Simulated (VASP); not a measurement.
# BN (P6_3/mmc) in VASP: notebook

The runs below take BN through single point, with PBEsol.

Program: VASP 6.6.1. These are calculated values, not measurements. Logs are shortened: lines on timing, memory, paths and dates and some standing lists are left out, and cuts for length are marked.

### Step 1. The cell of the first run

Symmetry: P6_3/mmc, No. 194, hexagonal system. Conventional cell: a = 2.464 Å, b = 2.464 Å, c = 6.881 Å, α = 90.00°, β = 90.00°, γ = 120.00°. Within 1.9 Å of B (site symmetry -6m2) lie 3 N at 1.42 Å. Within 1.9 Å of N (site symmetry -6m2) lie 3 B at 1.42 Å.

### Step 2. Single point, PBEsol

INCAR

```
SYSTEM = BN
  PREC = Accurate
  ENCUT = 520
  EDIFF = 1E-6
  ISMEAR = 0
  SIGMA = 0.05
  LREAL = .False.
  LASPH = .True.
  NELM = 80
  ALGO = Normal
  ISIF = 2
  LWAVE = .False.
  LCHARG = .True.
  GGA = PS
  LELF = .True.
  LVHAR = .True.
  NBANDS = 16
```

KPOINTS

```
regular mesh
0
Gamma
  12 12 4
  0 0 0
```

POSCAR

```
BN
1.0
    2.4635976777      0.0000000000      0.0000000000
   -1.2317988389      2.1335381736      0.0000000000
    0.0000000000      0.0000000000      6.8814296245
B N
2 2
Direct
    0.3333333333      0.6666666667      0.2500000000
    0.6666666667      0.3333333333      0.7500000000
    0.3333333333      0.6666666667      0.7500000000
    0.6666666667      0.3333333333      0.2500000000
```

Potentials or basis: VASP PAW PBE potentials, release 64 (B, N).

Command:

```
$ cat potpaw_PBE.64/B/POTCAR potpaw_PBE.64/N/POTCAR > POTCAR
$ mpirun -np 1 vasp_std > vasp.out
```

OUTCAR:

```text
SYSTEM = BN
   PREC = Accurate
   ENCUT = 520
   EDIFF = 1E-6
   ISMEAR = 0
   LREAL = .False.
   LASPH = .True.
   NELM = 80
   ISIF = 2
   GGA = PS

 ion  position               nearest neighbor table
   1  0.333  0.667  0.250-   4 1.42   4 1.42   4 1.42
   2  0.667  0.333  0.750-   3 1.42   3 1.42   3 1.42
   3  0.333  0.667  0.750-   2 1.42   2 1.42   2 1.42
   4  0.667  0.333  0.250-   1 1.42   1 1.42   1 1.42

  LATTYP: Found a hexagonal cell.
 ALAT       =     2.4635976777
 C/A-ratio  =     2.7932440783

  Lattice vectors:

 A1 = (   2.4635976777,   0.0000000000,   0.0000000000)
 A2 = (  -1.2317988389,   2.1335381736,   0.0000000000)
 A3 = (   0.0000000000,   0.0000000000,   6.8814296245)

Analysis of symmetry for initial positions (statically):
=====================================================================
 Subroutine PRICEL returns:
 Original cell was already a primitive cell.

 Routine SETGRP: Setting up the symmetry group for a
 hexagonal supercell.

 Subroutine GETGRP returns: Found 24 space group operations
 (whereof 12 operations were pure point group operations)
 out of a pool of 24 trial point group operations.

The static configuration has the point symmetry D_3d.
 The point group associated with its full space group is D_6h.

Analysis of symmetry for dynamics (positions and initial velocities):
=====================================================================
 Subroutine PRICEL returns:
 Original cell was already a primitive cell.

 Routine SETGRP: Setting up the symmetry group for a
 hexagonal supercell.

 Subroutine GETGRP returns: Found 24 space group operations
 (whereof 12 operations were pure point group operations)
 out of a pool of 24 trial point group operations.

The dynamic configuration has the point symmetry D_3d.
 The point group associated with its full space group is D_6h.

 Subroutine INISYM returns: Found 24 space group operations
 (whereof 12 operations are pure point group operations),
 and found     1 'primitive' translations

----------------------------------------------------------------------------------------

                                     Primitive cell

  volume of cell :      36.1700

  direct lattice vectors                    reciprocal lattice vectors
     2.463597678  0.000000000  0.000000000     0.405910433  0.234352498  0.000000000
    -1.231798839  2.133538174  0.000000000     0.000000000  0.468704995  0.000000000
     0.000000000  0.000000000  6.881429624     0.000000000  0.000000000  0.145318641

[... 90 lines left out ...]
   NSW    =      0    number of steps for IOM
   IBRION =     -1    ionic relax: 0-MD 1-quasi-New 2-CG
   NFREE  =      0    steps in history (QN), initial steepest desc. (CG)
   ISIF   =      2    stress and relaxation
   ISYM   =      2    0-nonsym 1-usesym 2-fastsym
   POTIM  = 0.5000    time-step for ionic-motion
   TEBEG  =    0.0;   TEEND  =   0.0 temperature during run
   PSTRESS=    0.0 pullay stress
   NELECT =      16.0000    total number of electrons
   NUPDOWN=      -1.0000    fix difference up-down
   EMIN   =  10.00;   EMAX   =-10.00  energy-range for DOS
   EFERMI =   0.00;   METHOD = LEGACY
   ISMEAR =     0;   SIGMA  =   0.05  broadening in eV -4-tet -1-fermi 0-gaus
   EFERMI_NEDOS =   21; number of points for ismear=-14 and -15
   IALGO  =     38    algorithm
   IMIX   =      4    mixing-type and parameters
     AMIX     =   0.40;   BMIX     =  1.00
     AMIX_MAG =   1.60;   BMIX_MAG =  1.00
  volume/ion in A,a.u.               =       9.04        61.02
  Fermi-wavevector in a.u.,A,eV,Ry     =   1.247379  2.357205 21.170055  1.555955
  Thomas-Fermi vector in A             =   2.381514
   LORBIT       =      0    0 simple, 1 ext, 2 COOP (PROOUT), +10 PAW based schemes
   GGA     = PS    functional components
   LHFCALC =     F    Hartree Fock is set to
   AEXX    =    0.0000 exact exchange contribution
   IVDW    =     0    specifies the selected vdW correction
   LEPSILON=     F    determine dielectric tensor
   LRPA    =     F    only Hartree local field effects (RPA)
 non-spin polarized calculation
 Gauss-broadening in eV      SIGMA  =   0.05
  energy-cutoff  :      520.00
  volume of cell :       36.17
 maximum number of plane-waves:       991
   NGX =  9   NGY =  9   NGZ = 25

 number of electron      16.0000002 magnetization

 Free energy of the ion-electron system (eV)
  ---------------------------------------------------
  ext. energy  EPLUGINS =         0.00000000
  ---------------------------------------------------
  free energy    TOTEN  =       -36.49755484 eV

  energy without entropy =      -36.49755484  energy(sigma->0) =      -36.49755484

 E-fermi :   2.3647     XC(G=0): -10.1586

 val. band max:        2.1163947492   @ k =   0.3333   0.3333   0.5000
 cond. band min:       6.4201487450   @ k =   0.5000   0.0000   0.0000
 fundamental gap:      4.3037539958
 Fermi energy:         2.3647087565

 k-point     1 :       0.0000    0.0000    0.0000
  band No.  band energies     occupation
      1     -15.9036      2.00000
      2     -15.6773      2.00000
      3      -4.2710      2.00000
      4      -2.4761      2.00000
      5       0.8694      2.00000
      6       0.8694      2.00000
[... 433 lines left out ...]
      3      -4.8640      2.00000
      4      -4.8248      2.00000
      5      -1.5009      2.00000
      6      -1.4719      2.00000
[... 8 lines left out ...]
     15      19.1067      0.00000
     16      21.1021      0.00000

 [... further k-points ...]

------------------------ aborting loop because EDIFF is reached ----------------------------------------

  FORCE on cell =-STRESS in cart. coord.  units (eV):
  Direction    XX          YY          ZZ          XY          YZ          ZX
  --------------------------------------------------------------------------------------
  -------------------------------------------------------------------------------------
  Total        4.2812615      4.2812615      0.0373596     -0.0000000      0.0000000      0.0000000
  in kB      189.6415336    189.6415336      1.6548723     -0.0000000      0.0000000      0.0000000
  external PRESSURE =     126.9793132 kB  Pullay stress =       0.0000000 kB

 VOLUME and BASIS-vectors are now :
 -----------------------------------------------------------------------------
  energy-cutoff  :      520.00
  volume of cell :       36.17
      direct lattice vectors                 reciprocal lattice vectors
     2.463597678  0.000000000  0.000000000     0.405910433  0.234352498  0.000000000
    -1.231798839  2.133538174  0.000000000     0.000000000  0.468704995  0.000000000
     0.000000000  0.000000000  6.881429624     0.000000000  0.000000000  0.145318641

 POSITION                                       TOTAL-FORCE (eV/Angst)
 -----------------------------------------------------------------------------------
     -0.00000      1.42236      1.72036        -0.000000      0.000000      0.000000
      1.23180      0.71118      5.16107         0.000000      0.000000      0.000000
     -0.00000      1.42236      5.16107        -0.000000     -0.000000      0.000000
      1.23180      0.71118      1.72036        -0.000000      0.000000      0.000000
 -----------------------------------------------------------------------------------
    total drift:                               -0.000000      0.000000      0.000000

  FREE ENERGIE OF THE ION-ELECTRON SYSTEM (eV)
  ---------------------------------------------------
  free  energy   TOTEN  =       -36.4975548396 eV

  energy  without entropy=      -36.4975548396  energy(sigma->0) =      -36.49755484
```

stdout:

```text
POSCAR found type information on POSCAR B N
 POSCAR found :  2 types and       4 ions
 scaLAPACK will be used
 -----------------------------------------------------------------------------
|                                                                             |
|                                                                             |
|     You enforced a specific xc type in the INCAR file but a different       |
|     I HOPE YOU KNOW WHAT YOU ARE DOING!                                     |
|                                                                             |
 -----------------------------------------------------------------------------

 LDA part: xc-table for (Slater+PW92), standard interpolation
 POSCAR, INCAR and KPOINTS ok, starting setup
 FFT: planning ... GRIDC
 FFT: planning ... GRID_SOFT
 FFT: planning ... GRID
 WAVECAR not read
 entering main loop
```

Run time: 23 s. Hardware: 1 thread of Intel Xeon Platinum 8488C (Sapphire Rapids), shared host; peak memory 0.15 GiB.

Results:

- Free energy: -36.4976 eV
- Pressure: 12.7 GPa
- Band gap on the k mesh: 4.30 eV, indirect (least direct gap 4.71 eV)

Levels at points of the mesh, in eV from the valence-band top:
| k point | band 5 | band 6 | band 7 | band 8 | band 9 | band 10 | band 11 | band 12 |
| --- | --- | --- | --- | --- | --- | --- | --- | --- |
| (0.00, 0.00, 0.00) | -1.25 | -1.25 | -1.22 | -1.22 | 4.83 | 9.85 | 11.93 | 11.93 |
| (0.50, 0.00, 0.00) | -4.20 | -4.16 | -1.40 | -0.57 | 4.30 | 5.54 | 9.86 | 10.45 |
| (0.00, 0.00, 0.50) | -1.23 | -1.23 | -1.23 | -1.23 | 7.08 | 7.08 | 11.97 | 11.97 |
| (0.50, 0.00, 0.50) | -4.18 | -4.18 | -0.97 | -0.97 | 4.75 | 4.75 | 10.33 | 10.33 |

Caveat: the PAW data sets were made with another functional, which shifts forces and pressure a little; this functional lacks dispersion, which binds the layers, so the pressure and a relaxed spacing across them are unreliable. A k mesh can miss the band edges.

### Step 3. Single point, PBEsol

This run uses another cell than the first one, of the same volume but with other edges.

INCAR

```
SYSTEM = BN
PREC = Accurate
ENCUT = 520
EDIFF = 1E-7
ISMEAR = 0
SIGMA = 0.05
LREAL = .FALSE.
LASPH = .TRUE.
NELM = 80
ALGO = Normal
ISIF = 2
LWAVE = .FALSE.
LCHARG = .TRUE.
GGA = PS
LELF = .TRUE.
LVHAR = .TRUE.
NBANDS = 16
```

KPOINTS

```
Automatic mesh
0
G
  12 12 4
  0 0 0
```

POSCAR

```
BN
1.0
    2.6973432957      0.0000000000      0.0000000000
   -1.3486716479      2.3359678167      0.0000000000
    0.0000000000      0.0000000000      5.7404481429
B N
2 2
Direct
    0.3333333333      0.6666666667      0.2500000000
    0.6666666667      0.3333333333      0.7500000000
    0.3333333333      0.6666666667      0.7500000000
    0.6666666667      0.3333333333      0.2500000000
```

Potentials or basis: VASP PAW PBE potentials, release 64 (B, N).

Command:

```
$ cat potpaw_PBE.64/B/POTCAR potpaw_PBE.64/N/POTCAR > POTCAR
$ mpirun -np 1 vasp_std > vasp.out
```

It took 23 s on 1 thread of Intel Xeon Platinum 8488C (Sapphire Rapids), shared host; peak memory 0.16 GiB.

The run converged. Its results:

| Item | Value |
| --- | --- |
| Free energy | -35.3190 eV |
| Pressure | -41.4 GPa |
| Band gap on the k mesh | 3.50 eV, indirect (least direct gap 3.84 eV) |

Stress tensor (GPa, compression positive):
```
-64.56   0.00   0.00
  0.00 -64.56   0.00
  0.00   0.00   5.01
```

Levels at points of the mesh, in eV from the valence-band top:
| k point | band 6 | band 7 | band 8 | band 9 | band 10 | band 11 |
| --- | --- | --- | --- | --- | --- | --- |
| (0.00, 0.00, 0.00) | -1.81 | -1.61 | -1.61 | 5.38 | 8.48 | 9.34 |
| (0.50, 0.00, 0.00) | -3.84 | -2.23 | -0.23 | 3.64 | 5.77 | 7.12 |
| (0.00, 0.00, 0.50) | -1.71 | -1.71 | -1.71 | 7.60 | 7.60 | 9.55 |
| (0.50, 0.00, 0.50) | -4.00 | -0.99 | -0.99 | 3.96 | 3.96 | 7.49 |

Caveat: the PAW data sets were made with another functional, which shifts forces and pressure a little; this functional lacks dispersion, which binds the layers, so the pressure and a relaxed spacing across them are unreliable.

### Step 4. Single point, PBEsol

This run uses another cell than the first one, of the same volume but with other edges.

INCAR

```
PREC = Accurate
ENCUT = 520
EDIFF = 1E-7
ISMEAR = 0
SIGMA = 0.05
LREAL = F
LASPH = T
NELM = 60
ALGO = Normal
ISIF = 2
LWAVE = F
LCHARG = F
GGA = PS
NBANDS = 16
```

KPOINTS

```
Automatic mesh
0
Gamma
  12 12 4
```

POSCAR

```
BN
1.0
    2.2943082580      0.0000000000      0.0000000000
   -1.1471541290      1.9869292355      0.0000000000
    0.0000000000      0.0000000000      7.9344112779
B N
2 2
Direct
    0.3333333333      0.6666666667      0.2500000000
    0.6666666667      0.3333333333      0.7500000000
    0.3333333333      0.6666666667      0.7500000000
    0.6666666667      0.3333333333      0.2500000000
```

Potentials or basis: VASP PAW PBE potentials, release 64 (B, N).

Command:

```
$ cat potpaw_PBE.64/B/POTCAR potpaw_PBE.64/N/POTCAR > POTCAR
$ mpirun -np 1 vasp_std > vasp.out
```

OUTCAR:

```text
PREC = Accurate
   ENCUT = 520
   EDIFF = 1E-7
   ISMEAR = 0
   LREAL = F
   LASPH = T
   NELM = 60
   ISIF = 2
   GGA = PS

 ion  position               nearest neighbor table
   1  0.333  0.667  0.250-   4 1.32   4 1.32   4 1.32
   2  0.667  0.333  0.750-   3 1.32   3 1.32   3 1.32
   3  0.333  0.667  0.750-   2 1.32   2 1.32   2 1.32
   4  0.667  0.333  0.250-   1 1.32   1 1.32   1 1.32

  LATTYP: Found a hexagonal cell.
 ALAT       =     2.2943082580
[... 655 lines left out ...]

  FORCE on cell =-STRESS in cart. coord.  units (eV):
  Direction    XX          YY          ZZ          XY          YZ          ZX
  --------------------------------------------------------------------------------------
  -------------------------------------------------------------------------------------
  Total       26.1681332     26.1681332     -0.1119707     -0.0000000      0.0000000      0.0000000
  in kB     1159.1361433   1159.1361432     -4.9598239     -0.0000000      0.0000000      0.0000000
  external PRESSURE =     771.1041542 kB  Pullay stress =       0.0000000 kB

 VOLUME and BASIS-vectors are now :
 -----------------------------------------------------------------------------
  energy-cutoff  :      520.00
  volume of cell :       36.17
      direct lattice vectors                 reciprocal lattice vectors
     2.294308258  0.000000000  0.000000000     0.435861222  0.251644594  0.000000000
    -1.147154129  1.986929235  0.000000000     0.000000000  0.503289187  0.000000000
     0.000000000  0.000000000  7.934411278     0.000000000  0.000000000  0.126033295

 POSITION                                       TOTAL-FORCE (eV/Angst)
 -----------------------------------------------------------------------------------
     -0.00000      1.32462      1.98360         0.000000      0.000000      0.000000
      1.14715      0.66231      5.95081        -0.000000     -0.000000      0.000000
     -0.00000      1.32462      5.95081         0.000000     -0.000000      0.000000
      1.14715      0.66231      1.98360        -0.000000      0.000000      0.000000
 -----------------------------------------------------------------------------------
    total drift:                               -0.000000      0.000000      0.000000

  FREE ENERGIE OF THE ION-ELECTRON SYSTEM (eV)
  ---------------------------------------------------
  free  energy   TOTEN  =       -34.3975254417 eV

  energy  without entropy=      -34.3975254417  energy(sigma->0) =      -34.39752544
```

OSZICAR:

```text
N       E                     dE             d eps       ncg     rms          rms(c)
DAV:   1     0.580065657503E+02    0.58007E+02   -0.81995E+03  1856   0.927E+02
DAV:   2    -0.371972416348E+02   -0.95204E+02   -0.86169E+02  2504   0.237E+02
DAV:   3    -0.405175746220E+02   -0.33203E+01   -0.33080E+01  2352   0.442E+01
DAV:   4    -0.405415158907E+02   -0.23941E-01   -0.23937E-01  2368   0.414E+00
DAV:   5    -0.405417881960E+02   -0.27231E-03   -0.27230E-03  2280   0.406E-01    0.140E+01
DAV:   6    -0.353738931801E+02    0.51679E+01   -0.63977E+00  2312   0.195E+01    0.666E+00
DAV:   7    -0.345326406944E+02    0.84125E+00   -0.13920E+00  2432   0.824E+00    0.371E+00
DAV:   8    -0.343967688215E+02    0.13587E+00   -0.35057E-01  2376   0.418E+00    0.580E-01
DAV:   9    -0.343941547344E+02    0.26141E-02   -0.23404E-02  2048   0.121E+00    0.257E-01
DAV:  10    -0.343970726459E+02   -0.29179E-02   -0.20870E-03  2048   0.349E-01    0.378E-02
DAV:  11    -0.343974512675E+02   -0.37862E-03   -0.26723E-04  2144   0.102E-01    0.375E-02
DAV:  12    -0.343975245052E+02   -0.73238E-04   -0.79475E-05  2112   0.507E-02    0.298E-03
DAV:  13    -0.343975253338E+02   -0.82857E-06   -0.12992E-06  2360   0.927E-03    0.142E-03
DAV:  14    -0.343975254434E+02   -0.10958E-06   -0.19753E-07  2080   0.299E-03    0.507E-04
DAV:  15    -0.343975254417E+02    0.16760E-08   -0.26832E-09  1808   0.454E-04
   1 F= -.34397525E+02 E0= -.34397525E+02  d E =-.135271E-14
```

Wall time 25 s (1 thread of Intel Xeon Platinum 8488C (Sapphire Rapids), shared host); peak memory 0.16 GiB.

What came out:

| Item | Value |
| --- | --- |
| Free energy | -34.3975 eV |
| Pressure | 77.1 GPa |
| Band gap on the k mesh | 4.05 eV, indirect (least direct gap 4.97 eV) |

Levels at points of the mesh, in eV from the valence-band top:
| k point | band 5 | band 6 | band 7 | band 8 | band 9 | band 10 | band 11 | band 12 |
| --- | --- | --- | --- | --- | --- | --- | --- | --- |
| (0.00, 0.00, 0.00) | -0.92 | -0.92 | -0.91 | -0.91 | 4.05 | 7.93 | 11.96 | 13.87 |
| (0.50, 0.00, 0.00) | -4.52 | -4.52 | -1.36 | -1.07 | 4.89 | 5.50 | 11.66 | 12.90 |
| (0.00, 0.00, 0.50) | -0.91 | -0.91 | -0.91 | -0.91 | 5.56 | 5.56 | 13.87 | 13.87 |
| (0.50, 0.00, 0.50) | -4.52 | -4.52 | -1.22 | -1.22 | 5.15 | 5.15 | 12.37 | 12.37 |

Caveat: the PAW data sets were made with another functional, which shifts forces and pressure a little; this functional lacks dispersion, which binds the layers, so the pressure and a relaxed spacing across them are unreliable. A k mesh can miss the band edges.

### Step 5. Overview

```csv
cell,gap on the mesh (eV),pressure (GPa)
"a = 2.464, b = 2.464, c = 6.881 Å, angles 90.0, 90.0, 120.0°, 4 atoms",4.30,12.7
"a = 2.697, b = 2.697, c = 5.740 Å, angles 90.0, 90.0, 120.0°, 4 atoms",3.50,-41.4
"a = 2.294, b = 2.294, c = 7.934 Å, angles 90.0, 90.0, 120.0°, 4 atoms",4.05,77.1
```

Alike in all rows: task single point; level PBEsol; potentials or basis VASP PAW PBE potentials, release 64 (B, N); no spin polarisation; k mesh 12 × 12 × 4; cutoff (eV) 520; smearing gaussian 0.05 eV.

Caveats: the PAW data sets were made with another functional, which shifts forces and pressure a little; this functional lacks dispersion, which binds the layers, so the pressure and a relaxed spacing across them are unreliable.

Absolute energies hang on the potentials; compare differences alone.
